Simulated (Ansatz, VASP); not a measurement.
**One calculation of Ta8O19, two programs**

The input INCAR:

```
SYSTEM = Ta8O19
PREC = Accurate ; ENCUT = 520
EDIFF = 1E-6 ; ISMEAR = -1
SIGMA = 0.01 ; LREAL = .FALSE.
LASPH = .TRUE. ; NELM = 120
ALGO = Normal ; ISIF = 2
LWAVE = .FALSE. ; LCHARG = .FALSE.
GGA = PS ; NBANDS = 120
GGA_COMPAT = .FALSE.
```

File KPOINTS:

```
regular mesh
0
G
  1 1 1
  0 0 0
```

File POSCAR:

```
Ta8O19
1.0
    0.0000000000     11.9846651819      3.5696847681
    5.7020527302      0.0000000000      3.5696847681
    5.7020527302     11.9846651819      0.0000000000
Ta O
8 19
Direct
    0.1290681932      0.3715329608      0.7381207225
    0.6151703074      0.8858018851      0.2406056487
    0.3686998384      0.1318639793      0.7659737289
    0.8851799742      0.6146697128      0.2610092619
    0.2613007524      0.2391239712      0.3875761264
    0.7637218021      0.7366638476      0.8854573264
    0.2376368805      0.2631574424      0.1144895401
    0.7355680036      0.7653808408      0.6151153189
    0.3290061561      0.6649141744      0.5588708621
    0.8360705685      0.1714956967      0.0525089615
    0.1727901668      0.8366561910      0.9436085161
    0.6636633416      0.3273462957      0.4521240945
    0.4426099359      0.5549201652      0.1838596521
    0.9455471923      0.0579619330      0.6810191579
    0.0565391585      0.9471848160      0.3153266119
    0.5532322927      0.4440437257      0.8189033173
    0.4371406666      0.0646845183      0.2924146104
    0.9366928488      0.5638690575      0.8019710525
    0.0606086016      0.4382314094      0.2141034837
    0.5617504148      0.9386020535      0.7039945334
    0.2277572073      0.2730833857      0.5633105852
    0.7046044711      0.7968013257      0.0671415275
    0.2666015152      0.2337413926      0.9410876834
    0.7865078277      0.7110091725      0.4367144932
    0.7552660269      0.7450973242      0.2430305950
    0.2516836825      0.2484762090      0.2493835334
    0.7525247532      0.7482063994      0.7483712229
```

Input for Ansatz:

```yaml
crystal:
  checkpoint: "../q0.relax.run"
  host: checkpoint
basis:
  ecutwfc: 420
  xc_grid: 2
hamiltonian:
  xc: pbesol
  pseudopotentials: { kind: paw, azcp: { folder: soft_1 } }
kpoints:
  mp_grid: { grid: [1, 1, 1] }
scf:
  occupations: { method: fermi_dirac, width: 0.01 }
  max_iter: 100
output:
  forces: true
  eigenvalues: true
  charged_corrections:
    epsilon: [3.4, 4.11, 4.27]
    static_epsilon: [7.44, 17.95, 12.81]
    defect_position: [0.25, 0.25, 0.75]
checkpoint:
  read: "../q0.relax.run"
  write: "../q0.s2.run"
  compress: false
  write_wavefunctions: false
  write_every: 100000
```

Alike in both runs: task single point; functional PBEsol; k mesh 1 × 1 × 1; occupations fermi-dirac, width 0.01 eV; no spin polarisation.

|  | VASP | Ansatz |
| --- | --- | --- |
| version | VASP 6.6.1 | Ansatz 0.2.0 |
| potentials or method | VASP PAW PBE potentials, release 64 (Ta_pv, O), cutoff 520 eV | plane-wave PAW DFT |
| valence electrons in the cell | 202 | 218 |

|  | VASP | Ansatz | Ansatz less VASP |
| --- | --- | --- | --- |
| gap on the k mesh at the Fermi level (eV) | 1.12 | 1.15 | +0.027 |
| rms of the force components (eV/Å) | 0.402 | 0.368 | -0.0344 |

VASP's potentials were made for PBE, not for PBEsol, and Ansatz warns of the same on its side. Atom by atom the forces differ by 0.082 eV/Å (rms over components). VASP's potentials hold 202 valence electrons a cell and Ansatz's 218, so a difference there can come from the potentials and not from the codes.

Spin-orbit coupling is off throughout.
